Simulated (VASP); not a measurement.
SrMg: vibrations by perturbation theory with PBEsol

The system is SrMg.

```
Sr Mg
1.0
     4.15910    0.00000    0.00000
     0.00000    4.15910    0.00000
     0.00000    0.00000    4.15910
Sr Mg
1 1
Direct
  0.50000 0.50000 0.50000
  0.00000 0.00000 0.00000
```

```json
{"Program": "VASP 6.6.1", "Task": "vibrations by perturbation theory", "Functional": "PBEsol", "Potentials or basis": "VASP PAW PBE potentials, release 64 (Sr_sv, Mg)", "Cutoff": "520 eV", "k mesh": "10 × 10 × 10", "Occupations": "fermi-dirac, width 0.08 eV", "Spin": "no spin polarisation", "Dipole correction": "no", "Further INCAR settings": "ALGO = Normal; EDIFF = 1e-08; NBANDS = 13; IBRION = 8; NSW = 1"}
```

- Highest phonon frequency at Γ: 166 cm⁻¹

Phonon frequencies in cm⁻¹ (negative: imaginary):
| q point | frequencies |
| --- | --- |
| (0.000, 0.000, 0.000) | 0 0 0 166 166 166 |

Wall time 9.5 min on 1 thread of Intel Xeon 8259CL, with other jobs on the host, peak memory 0.41 GiB.
